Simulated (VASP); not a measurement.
Runs of VASP 6.6.1 on Ta4O. The structure is that of space group P4/mmm (No. 123), or close to it. The cells are those of the table. 

```tsv
task	level	potentials or basis	U	cell	cutoff (eV)	second run	gap on the mesh (eV)	pressure (GPa)	largest force (eV/Å)
single point	PBEsol+U	VASP PAW PBE potentials, release 64 (Ta_pv, O)	Ta d U = 1.0 eV	a = 3.257, b = 3.257, c = 7.409 Å, 5 atoms	520	-	none	(a)	(c)
single point	PBEsol+D3(BJ)	VASP PAW PBE potentials, release 64 (Ta_pv, O)	-	a = 3.257, b = 3.257, c = 7.409 Å, 5 atoms	520	-	none	-13.8	-
single point	PBEsol	VASP PAW PBE potentials, release 64 (Ta_pv, O)	-	a = 3.211, b = 3.211, c = 7.341 Å, 5 atoms	520	-	none	0.4	0.04
single point	PBEsol+U	VASP PAW PBE potentials, release 64 (Ta_pv, O)	Ta d U = 4.0 eV	a = 3.257, b = 3.257, c = 7.409 Å, 5 atoms	520	-	none	4.3	0.44
single point	PBEsol+U	VASP PAW PBE potentials, release 64 (Ta_pv, O)	Ta d U = 2.0 eV	a = 3.257, b = 3.257, c = 7.409 Å, 5 atoms	520	-	none	(b)	0.21
single point	PBEsol+U	VASP PAW PBE potentials, release 64 (Ta_sv_GW, O)	Ta d U = 3.0 eV	a = 3.257, b = 3.257, c = 7.409 Å, 5 atoms	600	valence_matched	none	0.9	0.34
relaxation of cell and atoms	PBEsol	VASP PAW PBE potentials, release 64 (Ta_pv, O)	-	relaxed from a = 3.257, b = 3.257, c = 7.409 Å, 5 atoms	600	-	none	0.0	-
```

Alike in all rows: no spin polarisation; k mesh 8 × 8 × 4; smearing fermi-dirac 0.05 eV.

Task: Estimate the missing entries.

Result: (a) -4.9; (b) -1.9; (c) 0.10.

Caveats: the PAW data sets were made with another functional, which shifts forces and pressure a little; spin-orbit coupling is left out, which moves the levels of the heavy elements; U without spin polarisation on a metal has little footing (some runs); three body term missing (some runs); pairwise dispersion overbinds metals, which lowers pressure and volume (some runs).

A k mesh can miss the band edges, and the runs leave out spin-orbit coupling on Ta.

A gap of «none» marks levels without a gap at the run's occupations.

The runs don't all hold the same shells in valence.
